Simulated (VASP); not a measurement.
# CdS (Greenockite) (P6_3mc) in VASP: further runs

CdS (Greenockite) is run at these levels: LDA; tasks: single point.

Program: VASP 6.6.1. These are calculated values, not measurements. Logs are shortened: lines on timing, memory, paths and dates and some standing lists are left out, and cuts for length are marked.

### Step 1. The cell of the first run

It takes space group P6_3mc (No. 186, hexagonal). The conventional cell has a = 4.187 Å, b = 4.187 Å, c = 6.796 Å, α = 90.00°, β = 90.00°, γ = 120.00°. Within 3.4 Å of Cd (site symmetry 3m) lie 4 S at 2.55 to 2.56 Å. S (site symmetry 3m) has 4 Cd at 2.55 to 2.56 Å within 3.4 Å.

### Step 2. Single point, LDA

INCAR

```
PREC = Accurate
ENCUT = 520
EDIFF = 1E-6
ISMEAR = 0
SIGMA = 0.01
LREAL = False
LASPH = True
NELM = 60
ALGO = Normal
ISIF = 2
LWAVE = False
LCHARG = False
GGA = CA
NBANDS = 26
```

KPOINTS

```
Automatic mesh
0
Gamma
  5 5 3
```

POSCAR

```
CdS
1.0
    4.1865657607      0.0000000000      0.0000000000
   -2.0932828804      3.6256718740      0.0000000000
    0.0000000000      0.0000000000      6.7963598868
Cd S
2 2
Direct
    0.3333333333      0.6666666667      0.0000000000
    0.6666666667      0.3333333333      0.5000000000
    0.3333333333      0.6666666667      0.3750000000
    0.6666666667      0.3333333333      0.8750000000
```

Potentials or basis: VASP PAW LDA potentials, release 64 (Cd, S).

On the command line:

```sh
$ cat potpaw_LDA.64/Cd/POTCAR potpaw_LDA.64/S/POTCAR > POTCAR
$ mpirun -np 1 vasp_std > vasp.out
```

OUTCAR:

```text
PREC = Accurate
   ENCUT = 520
   EDIFF = 1E-6
   ISMEAR = 0
   LREAL = False
   LASPH = True
   NELM = 60
   ISIF = 2
   GGA = CA

 ion  position               nearest neighbor table
   1  0.333  0.667  0.000-   3 2.55   4 2.56   4 2.56   4 2.56
   2  0.667  0.333  0.500-   4 2.55   3 2.56   3 2.56   3 2.56
   3  0.333  0.667  0.375-   1 2.55   2 2.56   2 2.56   2 2.56
   4  0.667  0.333  0.875-   2 2.55   1 2.56   1 2.56   1 2.56

  LATTYP: Found a hexagonal cell.
 ALAT       =     4.1865657607
 C/A-ratio  =     1.6233734940

  Lattice vectors:

 A1 = (   4.1865657607,   0.0000000000,   0.0000000000)
 A2 = (  -2.0932828804,   3.6256718740,   0.0000000000)
 A3 = (   0.0000000000,   0.0000000000,   6.7963598868)

Analysis of symmetry for initial positions (statically):
=====================================================================
 Subroutine PRICEL returns:
 Original cell was already a primitive cell.

 Routine SETGRP: Setting up the symmetry group for a
 hexagonal supercell.

 Subroutine GETGRP returns: Found 12 space group operations
 (whereof  6 operations were pure point group operations)
 out of a pool of 24 trial point group operations.

The static configuration has the point symmetry C_3v.
 The point group associated with its full space group is C_6v.

Analysis of symmetry for dynamics (positions and initial velocities):
=====================================================================
 Subroutine PRICEL returns:
 Original cell was already a primitive cell.

 Routine SETGRP: Setting up the symmetry group for a
 hexagonal supercell.

 Subroutine GETGRP returns: Found 12 space group operations
 (whereof  6 operations were pure point group operations)
 out of a pool of 24 trial point group operations.

The dynamic configuration has the point symmetry C_3v.
 The point group associated with its full space group is C_6v.

 Subroutine INISYM returns: Found 12 space group operations
 (whereof  6 operations are pure point group operations),
 and found     1 'primitive' translations

----------------------------------------------------------------------------------------

                                     Primitive cell

  volume of cell :     103.1627

  direct lattice vectors                    reciprocal lattice vectors
     4.186565761  0.000000000  0.000000000     0.238859260  0.137905474  0.000000000
    -2.093282880  3.625671874  0.000000000     0.000000000  0.275810949  0.000000000
     0.000000000  0.000000000  6.796359887     0.000000000  0.000000000  0.147137588

  length of vectors
     4.186565761  4.186565389  6.796359887     0.275810924  0.275810949  0.147137588

  position of ions in fractional coordinates (direct lattice)
     0.333333333  0.666666667  0.000000000
     0.666666667  0.333333333  0.500000000
     0.333333333  0.666666667  0.375000000
     0.666666667  0.333333333  0.875000000

  ion indices of the primitive-cell ions
   primitive index   ion index
                 1           1
                 2           2
                 3           3
                 4           4

----------------------------------------------------------------------------------------

 KPOINTS: Automatic mesh

Automatic generation of k-mesh.
 Grid dimensions read from file:
 generate k-points for:    5    5    3

 Generating k-lattice:

  Cartesian coordinates                     Fractional coordinates (reciprocal lattice)
     0.047771852  0.027581095  0.000000000     0.200000000  0.000000000  0.000000000
     0.000000000  0.055162190  0.000000000     0.000000000  0.200000000  0.000000000
     0.000000000  0.000000000  0.049045863     0.000000000  0.000000000  0.333333333

  Length of vectors
     0.055162185  0.055162190  0.049045863

  Shift w.r.t. Gamma in fractional coordinates (k-lattice)
     0.000000000  0.000000000  0.000000000

 Subroutine IBZKPT returns following result:
 ===========================================

 Found     10 irreducible k-points:

 Following reciprocal coordinates:
            Coordinates               Weight
  0.000000  0.000000  0.000000      1.000000
  0.200000  0.000000  0.000000      6.000000
  0.400000  0.000000  0.000000      6.000000
  0.200000  0.200000  0.000000      6.000000
  0.400000  0.200000  0.000000      6.000000
  0.000000  0.000000  0.333333      2.000000
  0.200000  0.000000  0.333333     12.000000
  0.400000  0.000000  0.333333     12.000000
  0.200000  0.200000  0.333333     12.000000
  0.400000  0.200000  0.333333     12.000000
   k-points           NKPTS =     10   k-points in BZ     NKDIM =     10   number of bands    NBANDS=     26
   number of dos      NEDOS =    301   number of ions     NIONS =      4
   total plane-waves  NPLWV =  55296
   dimension x,y,z NGX =    32 NGY =   32 NGZ =   54
   dimension x,y,z NGXF=    64 NGYF=   64 NGZF=  108
   ions per type =               2   2
   NGX,Y,Z   is equivalent  to a cutoff of  12.71, 12.71, 13.21 a.u.
   NGXF,Y,Z  is equivalent  to a cutoff of  25.41, 25.41, 26.42 a.u.
 SYSTEM =  unknown system
   PREC   = accura    normal or accurate (medium, high low for compatibility)
   ISTART =      0    job   : 0-new  1-cont  2-samecut
   ICHARG =      2    charge: 1-file 2-atom 10-const
   ISPIN  =      1    spin polarized calculation?
   LNONCOLLINEAR =      F non collinear calculations
   LSORBIT =      F    spin-orbit coupling
   LASPH  =      T    aspherical Exc in radial PAW
   ENCUT  =  520.0 eV  38.22 Ry    6.18 a.u.   7.78  7.78 12.64*2*pi/ulx,y,z
   NELM   =     60;   NELMIN=  2; NELMDL= -5     # of ELM steps
   EDIFF  = 0.1E-05   stopping-criterion for ELM
   LREAL  =      F    real-space projection
   EDIFFG = 0.1E-04   stopping-criterion for IOM
   NSW    =      0    number of steps for IOM
   IBRION =     -1    ionic relax: 0-MD 1-quasi-New 2-CG
   NFREE  =      0    steps in history (QN), initial steepest desc. (CG)
   ISIF   =      2    stress and relaxation
   ISYM   =      2    0-nonsym 1-usesym 2-fastsym
   POTIM  = 0.5000    time-step for ionic-motion
   TEBEG  =    0.0;   TEEND  =   0.0 temperature during run
   PSTRESS=    0.0 pullay stress
   NELECT =      36.0000    total number of electrons
   NUPDOWN=      -1.0000    fix difference up-down
   EMIN   =  10.00;   EMAX   =-10.00  energy-range for DOS
   EFERMI =   0.00;   METHOD = LEGACY
   ISMEAR =     0;   SIGMA  =   0.01  broadening in eV -4-tet -1-fermi 0-gaus
   EFERMI_NEDOS =   21; number of points for ismear=-14 and -15
   IALGO  =     38    algorithm
   IMIX   =      4    mixing-type and parameters
     AMIX     =   0.40;   BMIX     =  1.00
     AMIX_MAG =   1.60;   BMIX_MAG =  1.00
  volume/ion in A,a.u.               =      25.79       174.04
  Fermi-wavevector in a.u.,A,eV,Ry     =   1.152572  2.178045 18.074282  1.328422
  Thomas-Fermi vector in A             =   2.289222
   LORBIT       =      0    0 simple, 1 ext, 2 COOP (PROOUT), +10 PAW based schemes
   GGA     = CA    functional components
   LHFCALC =     F    Hartree Fock is set to
   AEXX    =    0.0000 exact exchange contribution
   IVDW    =     0    specifies the selected vdW correction
   LEPSILON=     F    determine dielectric tensor
   LRPA    =     F    only Hartree local field effects (RPA)
 non-spin polarized calculation
 Gauss-broadening in eV      SIGMA  =   0.01
  energy-cutoff  :      520.00
  volume of cell :      103.16
 maximum number of plane-waves:      2788
 NGX is ok and might be reduce to    32
   NGX = 15   NGY = 15   NGZ = 25

 number of electron      36.0000004 magnetization

 Free energy of the ion-electron system (eV)
  ---------------------------------------------------
  ext. energy  EPLUGINS =         0.00000000
  ---------------------------------------------------
  free energy    TOTEN  =       -14.71400391 eV

  energy without entropy =      -14.71400391  energy(sigma->0) =      -14.71400391

 E-fermi :   0.8693     XC(G=0):  -9.4041

 val. band max:        0.8007279646   @ k =   0.0000   0.0000   0.0000
 cond. band min:       1.6732249999   @ k =   0.0000   0.0000   0.0000
 fundamental gap:      0.8724970352
 Fermi energy:         0.8693093074

 k-point     1 :       0.0000    0.0000    0.0000
  band No.  band energies     occupation
      1     -11.3263      2.00000
      2     -10.9090      2.00000
      3      -6.8373      2.00000
      4      -6.8152      2.00000
      5      -6.8152      2.00000
      6      -6.7357      2.00000
[... 18 lines left out ...]
     25       8.1944      0.00000
     26       8.1944      0.00000

 k-point     2 :       0.2000    0.0000    0.0000
  band No.  band energies     occupation
      1     -11.2001      2.00000
      2     -10.8572      2.00000
      3      -6.7940      2.00000
      4      -6.7707      2.00000
      5      -6.7222      2.00000
      6      -6.6727      2.00000
[... 18 lines left out ...]
     25       8.2341      0.00000
     26       8.9585      0.00000

 k-point     3 :       0.4000    0.0000    0.0000
  band No.  band energies     occupation
      1     -10.9716      2.00000
      2     -10.7959      2.00000
      3      -6.7424      2.00000
      4      -6.7230      2.00000
      5      -6.5882      2.00000
      6      -6.5610      2.00000
[... 18 lines left out ...]
     25       9.0006      0.00000
     26       9.9111      0.00000

 k-point     4 :       0.2000    0.2000    0.0000
  band No.  band energies     occupation
      1     -11.0203      2.00000
      2     -10.8038      2.00000
      3      -6.7500      2.00000
      4      -6.7231      2.00000
      5      -6.6146      2.00000
      6      -6.5987      2.00000
[... 18 lines left out ...]
     25       8.6023      0.00000
     26       9.5200      0.00000
[... 90 lines left out ...]
      1     -10.9206      2.00000
      2     -10.8323      2.00000
      3      -6.7363      2.00000
      4      -6.6807      2.00000
      5      -6.6617      2.00000
      6      -6.5983      2.00000
[... 18 lines left out ...]
     25       8.4161      0.00000
     26       9.6395      0.00000

 k-point     9 :       0.2000    0.2000    0.3333
  band No.  band energies     occupation
      1     -10.9595      2.00000
      2     -10.8506      2.00000
      3      -6.7154      2.00000
      4      -6.7094      2.00000
      5      -6.6491      2.00000
      6      -6.6286      2.00000
[... 18 lines left out ...]
     25       8.4141      0.00000
     26       9.1788      0.00000

 k-point    10 :       0.4000    0.2000    0.3333
  band No.  band energies     occupation
      1     -10.8527      2.00000
      2     -10.8124      2.00000
      3      -6.7009      2.00000
      4      -6.6792      2.00000
      5      -6.6387      2.00000
      6      -6.5838      2.00000
[... 18 lines left out ...]
     25       9.2152      0.00000
     26       9.6573      0.00000

------------------------ aborting loop because EDIFF is reached ----------------------------------------

  FORCE on cell =-STRESS in cart. coord.  units (eV):
  Direction    XX          YY          ZZ          XY          YZ          ZX
  --------------------------------------------------------------------------------------
  -------------------------------------------------------------------------------------
  Total       -2.6883607     -2.6883601     -2.3891572      0.0000000      0.0000000      0.0000000
  in kB      -41.7518131    -41.7518032    -37.1050081      0.0000000      0.0000000      0.0000000
  external PRESSURE =     -40.2028748 kB  Pullay stress =       0.0000000 kB

 VOLUME and BASIS-vectors are now :
 -----------------------------------------------------------------------------
  energy-cutoff  :      520.00
  volume of cell :      103.16
      direct lattice vectors                 reciprocal lattice vectors
     4.186565761  0.000000000  0.000000000     0.238859260  0.137905474  0.000000000
    -2.093282880  3.625671874  0.000000000     0.000000000  0.275810949  0.000000000
     0.000000000  0.000000000  6.796359887     0.000000000  0.000000000  0.147137588

 POSITION                                       TOTAL-FORCE (eV/Angst)
 -----------------------------------------------------------------------------------
     -0.00000      2.41711      0.00000         0.000000     -0.000000     -0.055186
      2.09328      1.20856      3.39818        -0.000000      0.000000     -0.055186
     -0.00000      2.41711      2.54863        -0.000000     -0.000000      0.055186
      2.09328      1.20856      5.94681        -0.000000      0.000000      0.055186
 -----------------------------------------------------------------------------------
    total drift:                               -0.000000     -0.000000     -0.000260

  FREE ENERGIE OF THE ION-ELECTRON SYSTEM (eV)
  ---------------------------------------------------
  free  energy   TOTEN  =       -14.7140039114 eV

  energy  without entropy=      -14.7140039114  energy(sigma->0) =      -14.71400391
```

Run time: 20 s. Hardware: 1 thread of Intel Xeon Platinum 8375C at 2.90GHz (Ice Lake), shared host; peak memory 0.19 GiB.

Results:

| Item | Value |
| --- | --- |
| Free energy | -14.7140 eV |
| Pressure | -4.0 GPa |
| Largest force | 0.055 eV/Å |
| Band gap on the k mesh | 0.87 eV, direct |

Forces on the atoms (eV/Å):
```
Cd   0.000  0.000 -0.055
Cd   0.000  0.000 -0.055
S    0.000  0.000  0.055
S    0.000  0.000  0.055
```

Levels at points of the mesh, in eV from the valence-band top:
```
           k point  band 14  band 15  band 16  band 17  band 18  band 19  band 20  band 21  band 22  band 23
(0.00, 0.00, 0.00)    -0.74    -0.74    -0.04     0.00     0.00     0.87     2.52     6.28     6.28     6.62
```

Expect the measured gap to be larger: semilocal functionals such as LDA lack the derivative discontinuity.

### Step 3. Single point, LDA

This run uses another cell than the first one, of 26.46 Å³/atom, 1.026 times its volume.

INCAR

```
ALGO = Normal
EDIFF = 1E-7
ENCUT = 520
ISIF = 2
ISMEAR = 0
LASPH = T
LCHARG = F
LREAL = F
LWAVE = F
NBANDS = 26
NELM = 60
PREC = Accurate
SIGMA = 0.01
```

KPOINTS

```
k-points
0
Gamma
  5 5 3
```

POSCAR

```
CdS
1.0
    4.2225037053      0.0000000000      0.0000000000
   -2.1112518527      3.6567950432      0.0000000000
    0.0000000000      0.0000000000      6.8547005934
Cd S
2 2
Direct
    0.3333333333      0.6666666667      0.0000000000
    0.6666666667      0.3333333333      0.5000000000
    0.3333333333      0.6666666667      0.3750000000
    0.6666666667      0.3333333333      0.8750000000
```

Potentials or basis: VASP PAW LDA potentials, release 64 (Cd, S).

On the command line:

```sh
$ cat potpaw_LDA.64/Cd/POTCAR potpaw_LDA.64/S/POTCAR > POTCAR
$ mpirun -np 1 vasp_std > vasp.out
```

OUTCAR:

```text
EDIFF = 1E-7
   ENCUT = 520
   ISIF = 2
   ISMEAR = 0
   LASPH = T
   LREAL = F
   NELM = 60
   PREC = Accurate

 ion  position               nearest neighbor table
   1  0.333  0.667  0.000-   3 2.57   4 2.58   4 2.58   4 2.58
   2  0.667  0.333  0.500-   4 2.57   3 2.58   3 2.58   3 2.58
   3  0.333  0.667  0.375-   1 2.57   2 2.58   2 2.58   2 2.58
   4  0.667  0.333  0.875-   2 2.57   1 2.58   1 2.58   1 2.58

  LATTYP: Found a hexagonal cell.
 ALAT       =     4.2225037053
 C/A-ratio  =     1.6233734940

  Lattice vectors:

 A1 = (   4.2225037053,   0.0000000000,   0.0000000000)
 A2 = (  -2.1112518527,   3.6567950432,   0.0000000000)
 A3 = (   0.0000000000,   0.0000000000,   6.8547005934)

Analysis of symmetry for initial positions (statically):
=====================================================================
 Subroutine PRICEL returns:
 Original cell was already a primitive cell.

 Routine SETGRP: Setting up the symmetry group for a
 hexagonal supercell.

 Subroutine GETGRP returns: Found 12 space group operations
 (whereof  6 operations were pure point group operations)
[... 154 lines left out ...]
  energy without entropy =      -14.63727483  energy(sigma->0) =      -14.63727483

 E-fermi :   0.6537     XC(G=0):  -9.2898

 val. band max:        0.5928441185   @ k =   0.0000   0.0000   0.0000
 cond. band min:       1.4042558696   @ k =   0.0000   0.0000   0.0000
 fundamental gap:      0.8114117511
 Fermi energy:         0.6537297935

 k-point     1 :       0.0000    0.0000    0.0000
  band No.  band energies     occupation
      1     -11.3899      2.00000
      2     -10.9961      2.00000
      3      -6.9656      2.00000
      4      -6.9448      2.00000
      5      -6.9448      2.00000
      6      -6.8709      2.00000
[... 279 lines left out ...]
     25       8.9485      0.00000
     26       9.3758      0.00000

------------------------ aborting loop because EDIFF is reached ----------------------------------------

  FORCE on cell =-STRESS in cart. coord.  units (eV):
  Direction    XX          YY          ZZ          XY          YZ          ZX
  --------------------------------------------------------------------------------------
  -------------------------------------------------------------------------------------
  Total       -3.5052959     -3.5052951     -3.2445741      0.0000000      0.0000000     -0.0000000
  in kB      -53.0610839    -53.0610713    -49.1144321      0.0000000      0.0000000     -0.0000000
  external PRESSURE =     -51.7455291 kB  Pullay stress =       0.0000000 kB

 VOLUME and BASIS-vectors are now :
 -----------------------------------------------------------------------------
  energy-cutoff  :      520.00
  volume of cell :      105.84
      direct lattice vectors                 reciprocal lattice vectors
     4.222503705  0.000000000  0.000000000     0.236826317  0.136731754  0.000000000
    -2.111251853  3.656795043  0.000000000     0.000000000  0.273463508  0.000000000
     0.000000000  0.000000000  6.854700593     0.000000000  0.000000000  0.145885292

 POSITION                                       TOTAL-FORCE (eV/Angst)
 -----------------------------------------------------------------------------------
     -0.00000      2.43786      0.00000         0.000000     -0.000000     -0.050182
      2.11125      1.21893      3.42735        -0.000000      0.000000     -0.050182
     -0.00000      2.43786      2.57051        -0.000000     -0.000000      0.050182
      2.11125      1.21893      5.99786         0.000000     -0.000000      0.050182
 -----------------------------------------------------------------------------------
    total drift:                               -0.000000     -0.000000      0.000598

  FREE ENERGIE OF THE ION-ELECTRON SYSTEM (eV)
  ---------------------------------------------------
  free  energy   TOTEN  =       -14.6372748337 eV

  energy  without entropy=      -14.6372748337  energy(sigma->0) =      -14.63727483
```

Wall time 19 s (1 thread of Intel Xeon Platinum 8375C at 2.90GHz (Ice Lake), shared host); peak memory 0.18 GiB.

Results:

| Property | Result |
| --- | --- |
| Free energy | -14.6373 eV |
| Pressure | -5.2 GPa |
| Largest force | 0.050 eV/Å |
| Band gap on the k mesh | 0.81 eV, direct |

Forces in eV/Å, atoms in the order of the input:
```
Cd   0.000  0.000 -0.050
Cd   0.000  0.000 -0.050
S    0.000  0.000  0.050
S    0.000  0.000  0.050
```

Stress tensor (GPa, compression positive):
```
-5.31  0.00  0.00
 0.00 -5.31  0.00
 0.00  0.00 -4.91
```

(Part 1 of 2 ends here.)
